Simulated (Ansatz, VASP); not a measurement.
**Two plane-wave programs on Pb**

```
CELL_PARAMETERS angstrom
-2.05601 2.05601 2.05601
2.05601 -2.05601 2.05601
2.05601 2.05601 -2.05601
ATOMIC_POSITIONS crystal
Pb 0.00000 0.00000 0.00000
```

Alike in both runs: task single point; functional r2SCAN; k mesh 13 × 13 × 13; occupations fermi-dirac, width 0.1 eV; no spin polarisation.

|  | VASP | Ansatz |
| --- | --- | --- |
| version | VASP 6.6.1 | Ansatz 0.2.0 |
| potentials or method | VASP PAW PBE potentials, release 64 (Pb_d), cutoff 520 eV | plane waves (500 eV) with PAW, scalar-relativistic |
| valence electrons in the cell | 14 | 14 |

|  | VASP | Ansatz | Ansatz less VASP |
| --- | --- | --- | --- |
| pressure (GPa) | -3.9 | -3.8 | +0.03 |

VASP's potentials were made for PBE, not for r2SCAN.

Spin-orbit coupling is off throughout.
